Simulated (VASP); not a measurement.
InSb, 4 atoms in the cell. Symmetry: F-43m, No. 216, cubic system. Conventional cell: a = 6.633 Å, b = 6.633 Å, c = 6.633 Å, α = 90.00°, β = 90.00°, γ = 90.00°. In (site symmetry -43m) has 4 Sb at 2.87 Å within 3.8 Å. Within 3.8 Å of Sb (site symmetry -43m) lie 4 In at 2.87 Å. 

* Program: VASP 6.6.1
* Task: single point
* Functional: PBE
* Potentials or basis: VASP PAW PBE potentials, release 64 (In_d, Sb)
* Cutoff: 520 eV
* k mesh: 12 × 12 × 8
* Occupations: gaussian, width 0.1 eV
* Spin: no spin polarisation
* Dipole correction: no
* Further INCAR settings: ALGO = Normal; EDIFF = 1e-06; NBANDS = 26

Potentials or basis: VASP PAW PBE potentials, release 64 (In_d, Sb).

Run with:

```sh
$ cat potpaw_PBE.64/In_d/POTCAR potpaw_PBE.64/Sb/POTCAR > POTCAR
$ mpirun -np 1 vasp_std > vasp.out
```

Hardware: 1 thread of Intel(R) Xeon(R) 6975P-C (Granite Rapids) (shared host).

Task: Estimate the wall time of this run.

Result: Run time: 3.5 min on 1 thread of Intel(R) Xeon(R) 6975P-C (Granite Rapids) (shared host), peak memory 0.57 GiB. Counts: scf iterations 14, k points 140.
